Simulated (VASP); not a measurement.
# SiGe3 (P4/mmm) in VASP: notebook

SiGe3 is run at these levels: PBE; tasks: relaxation of cell and atoms, single point.

All numbers are computed with VASP 6.6.1; they aren't measurements. Logs are shortened: lines on timing, memory, paths and dates and some standing lists are left out, and cuts for length are marked.

## Step 1: The cell of the first run

It takes space group P4/mmm (No. 123, tetragonal). Conventional cell: a = 2.956 Å, b = 2.956 Å, c = 8.361 Å, α = 90.00°, β = 90.00°, γ = 90.00°. Si (site symmetry 4/mmm) has 4 Si at 2.96 Å and 8 Ge at 2.96 Å within 3.9 Å. Ge (site symmetry 4mm) has 8 Ge at 2.96 Å and 4 Si at 2.96 Å within 3.9 Å. Ge (site symmetry 4/mmm) has 12 Ge at 2.96 Å within 3.9 Å.

## Step 2: Relaxation of cell and atoms, PBE

The input, INCAR:

```
SYSTEM = SiGe3
PREC = Accurate ; ENCUT = 600
EDIFF = 1E-6 ; ISMEAR = 0
SIGMA = 0.1 ; LREAL = .False.
LASPH = .True. ; NELM = 60
ALGO = Normal ; ISIF = 3
LWAVE = .False. ; LCHARG = .False.
GGA = PE ; IBRION = 2
NSW = 90 ; EDIFFG = -0.04
```

The input, KPOINTS:

```
regular mesh
0
Gamma
  6 6 2
  0 0 0
```

The input, POSCAR:

```
SiGe3
1.0
    2.9559021900      0.0000000000      0.0000000000
    0.0000000000      2.9559021900      0.0000000000
    0.0000000000      0.0000000000      8.3605539500
Si Ge
1 3
Direct
    0.5000000000      0.5000000000      0.5000000000
    0.0000000000      0.0000000000      0.7500000000
    0.5000000000      0.5000000000      0.0000000000
    0.0000000000      0.0000000000      0.2500000000
```

Potentials or basis: VASP PAW PBE potentials, release 64 (Si, Ge_d).

Started as:

```sh
> cat potpaw_PBE.64/Si/POTCAR potpaw_PBE.64/Ge_d/POTCAR > POTCAR
> mpirun -np 1 vasp_std > vasp.out
```

OUTCAR:

```text
SYSTEM = SiGe3
   PREC = Accurate
   ENCUT = 600
   EDIFF = 1E-6
   ISMEAR = 0
   LREAL = .False.
   LASPH = .True.
   NELM = 60
   ISIF = 3
   GGA = PE
   IBRION = 2
   NSW = 90
   EDIFFG = -0.04

 ion  position               nearest neighbor table
   1  0.500  0.500  0.500-   2 2.96   4 2.96   2 2.96   4 2.96   2 2.96   4 2.96   2 2.96   4 2.96

   2  0.000  0.000  0.750-   1 2.96   1 2.96   1 2.96   1 2.96
   3  0.500  0.500  0.000-
   4  0.000  0.000  0.250-   1 2.96   1 2.96   1 2.96   1 2.96

  LATTYP: Found a simple tetragonal cell.
 ALAT       =     2.9559021900
 C/A-ratio  =     2.8284271307

  Lattice vectors:

 A1 = (   2.9559021900,   0.0000000000,   0.0000000000)
 A2 = (   0.0000000000,   2.9559021900,   0.0000000000)
 A3 = (   0.0000000000,   0.0000000000,   8.3605539500)

Analysis of symmetry for initial positions (statically):
=====================================================================
 Subroutine PRICEL returns:
 Original cell was already a primitive cell.

 Routine SETGRP: Setting up the symmetry group for a
 simple tetragonal supercell.

 Subroutine GETGRP returns: Found 16 space group operations
 (whereof 16 operations were pure point group operations)
 out of a pool of 16 trial point group operations.

The static configuration has the point symmetry D_4h.

Analysis of symmetry for dynamics (positions and initial velocities):
=====================================================================
 Subroutine PRICEL returns:
 Original cell was already a primitive cell.

 Routine SETGRP: Setting up the symmetry group for a
 simple tetragonal supercell.

 Subroutine GETGRP returns: Found 16 space group operations
 (whereof 16 operations were pure point group operations)
 out of a pool of 16 trial point group operations.

The dynamic configuration has the point symmetry D_4h.

 Subroutine INISYM returns: Found 16 space group operations
 (whereof 16 operations are pure point group operations),
 and found     1 'primitive' translations

----------------------------------------------------------------------------------------

                                     Primitive cell

  volume of cell :      73.0492

  direct lattice vectors                    reciprocal lattice vectors
     2.955902190  0.000000000  0.000000000     0.338306187  0.000000000  0.000000000
     0.000000000  2.955902190  0.000000000     0.000000000  0.338306187  0.000000000
     0.000000000  0.000000000  8.360553950     0.000000000  0.000000000  0.119609299

  length of vectors
     2.955902190  2.955902190  8.360553950     0.338306187  0.338306187  0.119609299

  position of ions in fractional coordinates (direct lattice)
     0.500000000  0.500000000  0.500000000
     0.000000000  0.000000000  0.750000000
     0.500000000  0.500000000  0.000000000
     0.000000000  0.000000000  0.250000000

  ion indices of the primitive-cell ions
   primitive index   ion index
                 1           1
                 2           2
                 3           3
                 4           4

----------------------------------------------------------------------------------------

 KPOINTS: regular mesh

Automatic generation of k-mesh.
 Grid dimensions read from file:
 generate k-points for:    6    6    2

 Generating k-lattice:

  Cartesian coordinates                     Fractional coordinates (reciprocal lattice)
     0.056384365  0.000000000  0.000000000     0.166666667  0.000000000  0.000000000
     0.000000000  0.056384365  0.000000000     0.000000000  0.166666667  0.000000000
     0.000000000  0.000000000  0.059804650     0.000000000  0.000000000  0.500000000

  Length of vectors
     0.056384365  0.056384365  0.059804650

  Shift w.r.t. Gamma in fractional coordinates (k-lattice)
     0.000000000  0.000000000  0.000000000

 Subroutine IBZKPT returns following result:
 ===========================================

 Found     20 irreducible k-points:

 Following reciprocal coordinates:
            Coordinates               Weight
  0.000000  0.000000  0.000000      1.000000
  0.166667  0.000000  0.000000      4.000000
  0.333333  0.000000  0.000000      4.000000
  0.500000  0.000000  0.000000      2.000000
  0.166667  0.166667  0.000000      4.000000
  0.333333  0.166667  0.000000      8.000000
[... 12 lines left out ...]
  0.500000  0.333333  0.500000      4.000000
  0.500000  0.500000  0.500000      1.000000
   k-points           NKPTS =     20   k-points in BZ     NKDIM =     20   number of bands    NBANDS=     27
   number of dos      NEDOS =    301   number of ions     NIONS =      4
   total plane-waves  NPLWV =  40320
   dimension x,y,z NGX =    24 NGY =   24 NGZ =   70
   dimension x,y,z NGXF=    48 NGYF=   48 NGZF=  140
   ions per type =               1   3
   NGX,Y,Z   is equivalent  to a cutoff of  13.50, 13.50, 13.92 a.u.
   NGXF,Y,Z  is equivalent  to a cutoff of  27.00, 27.00, 27.84 a.u.
 SYSTEM =  SiGe3
   PREC   = accura    normal or accurate (medium, high low for compatibility)
   ISTART =      0    job   : 0-new  1-cont  2-samecut
   ICHARG =      2    charge: 1-file 2-atom 10-const
   ISPIN  =      1    spin polarized calculation?
   LNONCOLLINEAR =      F non collinear calculations
   LSORBIT =      F    spin-orbit coupling
   LASPH  =      T    aspherical Exc in radial PAW
   ENCUT  =  600.0 eV  44.10 Ry    6.64 a.u.   5.90  5.90 16.70*2*pi/ulx,y,z
   NELM   =     60;   NELMIN=  2; NELMDL= -5     # of ELM steps
   EDIFF  = 0.1E-05   stopping-criterion for ELM
   LREAL  =      F    real-space projection
   EDIFFG = -.4E-01   stopping-criterion for IOM
   NSW    =     90    number of steps for IOM
   IBRION =      2    ionic relax: 0-MD 1-quasi-New 2-CG
   NFREE  =      1    steps in history (QN), initial steepest desc. (CG)
   ISIF   =      3    stress and relaxation
   ISYM   =      2    0-nonsym 1-usesym 2-fastsym
   POTIM  = 0.5000    time-step for ionic-motion
   TEBEG  =    0.0;   TEEND  =   0.0 temperature during run
   PSTRESS=    0.0 pullay stress
   NELECT =      46.0000    total number of electrons
   NUPDOWN=      -1.0000    fix difference up-down
   EMIN   =  10.00;   EMAX   =-10.00  energy-range for DOS
   EFERMI =   0.00;   METHOD = LEGACY
   ISMEAR =     0;   SIGMA  =   0.10  broadening in eV -4-tet -1-fermi 0-gaus
   EFERMI_NEDOS =   21; number of points for ismear=-14 and -15
   IALGO  =     38    algorithm
   IMIX   =      4    mixing-type and parameters
     AMIX     =   0.40;   BMIX     =  1.00
     AMIX_MAG =   1.60;   BMIX_MAG =  1.00
  volume/ion in A,a.u.               =      18.26       123.24
  Fermi-wavevector in a.u.,A,eV,Ry     =   1.403209  2.651681 26.789813  1.968996
  Thomas-Fermi vector in A             =   2.525894
   LORBIT       =      0    0 simple, 1 ext, 2 COOP (PROOUT), +10 PAW based schemes
   GGA     = PE    functional components
   LHFCALC =     F    Hartree Fock is set to
   AEXX    =    0.0000 exact exchange contribution
   IVDW    =     0    specifies the selected vdW correction
   LEPSILON=     F    determine dielectric tensor
   LRPA    =     F    only Hartree local field effects (RPA)
 conjugate gradient relaxation of ions
 non-spin polarized calculation
 Gauss-broadening in eV      SIGMA  =   0.10
  energy-cutoff  :      600.00
  volume of cell :       73.05
 maximum number of plane-waves:      2472
 NGX is ok and might be reduce to    24
   NGX = 11   NGY = 11   NGZ = 33

--------------------------------------- Ionic step        1  -------------------------------------------

 number of electron      46.0000021 magnetization

 Free energy of the ion-electron system (eV)
  ---------------------------------------------------
  ext. energy  EPLUGINS =         0.00000000
  ---------------------------------------------------
  free energy    TOTEN  =       -16.99761506 eV

  energy without entropy =      -16.98811461  energy(sigma->0) =      -16.99286483

------------------------ aborting loop because EDIFF is reached ----------------------------------------

  FORCE on cell =-STRESS in cart. coord.  units (eV):
  Direction    XX          YY          ZZ          XY          YZ          ZX
  --------------------------------------------------------------------------------------
  -------------------------------------------------------------------------------------
  Total        0.3633539      0.3633539      1.0222216      0.0000000     -0.0000000      0.0000000
  in kB        7.9693919      7.9693919     22.4202504      0.0000000     -0.0000000      0.0000000
  external PRESSURE =      12.7863447 kB  Pullay stress =       0.0000000 kB
[... 95 lines left out ...]
  FREE ENERGIE OF THE ION-ELECTRON SYSTEM (eV)
  ---------------------------------------------------
  free  energy   TOTEN  =       -17.0463181892 eV

  energy  without entropy=      -17.0357467717  energy(sigma->0) =      -17.04103248

[... ionic steps 4 to 8 ...]

--------------------------------------- Ionic step        9  -------------------------------------------

 number of electron      46.0000017 magnetization

------------------------ aborting loop because EDIFF is reached ----------------------------------------

  FORCE on cell =-STRESS in cart. coord.  units (eV):
  Direction    XX          YY          ZZ          XY          YZ          ZX
  --------------------------------------------------------------------------------------
  -------------------------------------------------------------------------------------
  Total        0.2234917      0.2234917     -0.3190162      0.0000000     -0.0000000      0.0000000
  in kB        4.8447479      4.8447479     -6.9154825      0.0000000     -0.0000000      0.0000000
  external PRESSURE =       0.9246711 kB  Pullay stress =       0.0000000 kB
[... 61 lines left out ...]
  energy  without entropy=      -17.1388238145  energy(sigma->0) =      -17.14606173

--------------------------------------- Ionic step       11  -------------------------------------------

 number of electron      46.0000036 magnetization

 Free energy of the ion-electron system (eV)
  ---------------------------------------------------
  ext. energy  EPLUGINS =         0.00000000
  ---------------------------------------------------
  free energy    TOTEN  =       -17.15580215 eV

  energy without entropy =      -17.14007057  energy(sigma->0) =      -17.14793636

 E-fermi :   7.1194     XC(G=0): -11.0665

 val. band max:        6.9528570867   @ k =   0.5000   0.3333   0.5000
 cond. band min:       7.1300914291   @ k =   0.5000   0.3333   0.0000
 fundamental gap:      0.1772343423
 Fermi energy:         7.1194232390

 k-point     1 :       0.0000    0.0000    0.0000
  band No.  band energies     occupation
      1     -17.8342      2.00000
      2     -17.8105      2.00000
      3     -17.7582      2.00000
      4     -17.7582      2.00000
      5     -17.7486      2.00000
      6     -17.7479      2.00000
[... 620 lines left out ...]
  FREE ENERGIE OF THE ION-ELECTRON SYSTEM (eV)
  ---------------------------------------------------
  free  energy   TOTEN  =       -17.1558021460 eV

  energy  without entropy=      -17.1400705687  energy(sigma->0) =      -17.14793636

 reached required accuracy - stopping structural energy minimisation
```

It took 2.8 min on 1 thread of Intel Xeon 6975P-C (Granite Rapids), shared host; peak memory 0.21 GiB.

What came out:

```yaml
Free_energy: -17.1558 eV
Relaxed_volume: 18.55 Å³/atom
Relaxed_cell: a = 2.935 Å, b = 2.935 Å, c = 8.613 Å, α = 90.00°, β = 90.00°, γ = 90.00°
Space_group_after_relaxing_to_0.1_Å: P4/mmm (No. 123)
Energy_gained_by_relaxing: 39.5 meV/atom
Ionic_steps: 11
Pressure_after_relaxing: 0.3 GPa
```

Stress tensor (GPa, compression positive):
```
0.29 0.00 0.00
0.00 0.29 0.00
0.00 0.00 0.17
```

The path:
```tsv
step	energy change (eV)	largest force (eV/Å)	pressure (GPa)	volume (Å³)
1	0.0000	0.5277	1.28	73.05
2	-0.0341	0.4618	-0.16	74.60
3	-0.0487	0.3231	-2.21	76.97
4	-0.0707	0.2857	-2.28	76.56
5	-0.1266	0.1599	-1.44	75.34
6	-0.1217	0.2216	1.50	72.87
7	-0.1484	0.0782	-0.25	74.24
8	-0.1485	0.0615	-0.15	74.16
9	-0.1531	0.0493	0.09	73.91
10	-0.1557	0.0017	0.76	73.52
11	-0.1582	0.0015	0.25	74.21
```

Final structure:
```cif
data_structure
_symmetry_space_group_name_H-M 'P 1'
_symmetry_Int_Tables_number 1
_cell_length_a 2.9353
_cell_length_b 2.9353
_cell_length_c 8.6131
_cell_angle_alpha 90.000
_cell_angle_beta 90.000
_cell_angle_gamma 90.000
_cell_volume 74.21
loop_
_atom_site_label
_atom_site_type_symbol
_atom_site_fract_x
_atom_site_fract_y
_atom_site_fract_z
_atom_site_occupancy
Si1 Si 0.50000 0.50000 0.50000 1
Ge1 Ge 0.00000 0.00000 0.72109 1
Ge2 Ge 0.50000 0.50000 0.00000 1
Ge3 Ge 0.00000 0.00000 0.27891 1
```

Caveat: the k points lie up to 0.36 Å⁻¹ apart in the final cell; the highest band is partly filled, so the run has too few bands.

## Step 3: Single point, PBE

This run uses another cell than the first one, of 18.43 Å³/atom.

The input, INCAR:

```
SYSTEM = SiGe3
  PREC = Accurate
  ENCUT = 520
  EDIFF = 1E-7
  ISMEAR = 0
  SIGMA = 0.1
  LREAL = .FALSE.
  LASPH = .TRUE.
  NELM = 100
  ALGO = Normal
  ISIF = 2
  LWAVE = .FALSE.
  LCHARG = .FALSE.
  GGA = PE
  NBANDS = 31
```

The input, KPOINTS:

```
Automatic mesh
0
G
  16 16 6
  0 0 0
```

The input, POSCAR:

```
SiGe3
1.0
    2.9253197811      0.0000000000      0.0000000000
    0.0000000000      2.9253197811      0.0000000000
    0.0000000000      0.0000000000      8.6169788239
Si Ge
1 3
Direct
    0.5000000000      0.5000000000      0.5000000000
    0.0000000000      0.0000000000      0.7333510462
    0.5000000000      0.5000000000      0.0000000000
    0.0000000000      0.0000000000      0.2666489538
```

Potentials or basis: VASP PAW PBE potentials, release 64 (Si, Ge_d).

Started as:

```sh
> cat potpaw_PBE.64/Si/POTCAR potpaw_PBE.64/Ge_d/POTCAR > POTCAR
> mpirun -np 1 vasp_std > vasp.out
```

It took 2.4 min on 1 thread of Intel Xeon 6975P-C (Granite Rapids), shared host; peak memory 0.42 GiB.

The run converged. Its results:

| Item | Value |
| --- | --- |
| Free energy | -17.2965 eV |
| Pressure | -0.1 GPa |
| Band gap on the k mesh | zero (bands 23 and 24 overlap by 5.52 eV) |

Forces on the atoms (eV/Å):
```
Si   0.000  0.000  0.000
Ge   0.000  0.000 -0.002
Ge   0.000  0.000  0.000
Ge   0.000  0.000  0.002
```

Levels at points of the mesh, in eV from the Fermi level:
| k point | band 21 | band 22 | band 23 | band 24 | band 25 | band 26 |
| --- | --- | --- | --- | --- | --- | --- |
| (0.00, 0.00, 0.00) | 2.87 | 2.87 | 3.40 | 3.87 | 4.94 | 4.94 |
| (0.50, 0.00, 0.00) | -5.61 | -1.12 | -0.86 | -0.33 | -0.22 | 6.36 |
| (0.50, 0.50, 0.00) | -4.10 | -2.32 | -2.32 | -2.11 | -2.11 | -0.42 |
| (0.00, 0.00, 0.50) | -0.67 | 3.06 | 3.06 | 3.91 | 3.91 | 5.73 |
| (0.50, 0.00, 0.50) | -4.08 | -3.92 | -3.36 | 2.83 | 3.34 | 3.62 |
| (0.50, 0.50, 0.50) | -4.12 | -3.44 | -3.44 | -0.24 | -0.24 | 0.39 |
